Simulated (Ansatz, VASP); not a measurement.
## Two plane-wave programs on Sb

INCAR

```
PREC = Accurate
ENCUT = 600
EDIFF = 1E-6
ISMEAR = -1
SIGMA = 0.05
LREAL = False
LASPH = True
NELM = 100
ALGO = Normal
ISIF = 3
LWAVE = False
LCHARG = False
GGA = PS
IBRION = 2
NSW = 60
EDIFFG = -0.01
```

KPOINTS

```
Automatic mesh
0
Gamma
  12 12 12
```

The input POSCAR:

```
Sb
1.0
   -1.5765401831      1.5765401831      2.7119384313
    1.5765401831     -1.5765401831      2.7119384313
    1.5765401831      1.5765401831     -2.7119384313
Sb
1
Direct
    0.0000000000      0.0000000000      0.0000000000
```

File input.yaml:

```yaml
crystal:
  lattice:
    - [-1.5765401831, 1.5765401831, 2.7119384313]
    - [1.5765401831, -1.5765401831, 2.7119384313]
    - [1.5765401831, 1.5765401831, -2.7119384313]
  atoms:
    - { symbol: Sb, position: [0.0, 0.0, 0.0] }
hamiltonian:
  xc: pbesol
  pseudopotentials: { kind: paw }
kpoints:
  mp_grid: { grid: [12, 12, 12] }
scf:
  occupations: { method: fermi_dirac, width: 0.05 }
output:
  forces: true
  stress: true
  eigenvalues: true
  write_density: true
  write_potential: true
  elf: true
  volumetric_format: npy
relax:
  f_tol: 0.01
  max_steps: 40
  cell: { stress_tol: 0.05 }
```

Alike in both runs: task relaxation of cell and atoms; functional PBEsol; k mesh 12 × 12 × 12; occupations fermi-dirac, width 0.05 eV; no spin polarisation.

|  | VASP | Ansatz |
| --- | --- | --- |
| version | VASP 6.6.1 | Ansatz 0.2.0 |
| potentials or method | VASP PAW PBE potentials, release 64 (Sb) | Ansatz PAW |
| plane-wave cutoff (eV) | 600 | 420 |
| valence electrons in the cell | 5 | 15 |

```csv
,VASP,Ansatz,Ansatz less VASP
"gap on the k mesh at the Fermi level, each at its own relaxed structure (eV)",none,none,-
relaxed volume (Å³/atom),26.31,26.31,0.000
relaxed cell length with the largest relative difference (Å),3.439,3.440,+0.0006
```

VASP's potentials were made for PBE, not for PBEsol. A gap of «none» marks a metal or a gap that the smearing closes. VASP's potentials hold 5 valence electrons a cell and Ansatz's 15, so a difference there can come from the potentials and not from the codes.

Neither program's run includes spin-orbit coupling. Noted on Ansatz's run: the plane-wave basis is chosen anew once the cell has moved, so the energies of steps on either side of that aren't comparable.
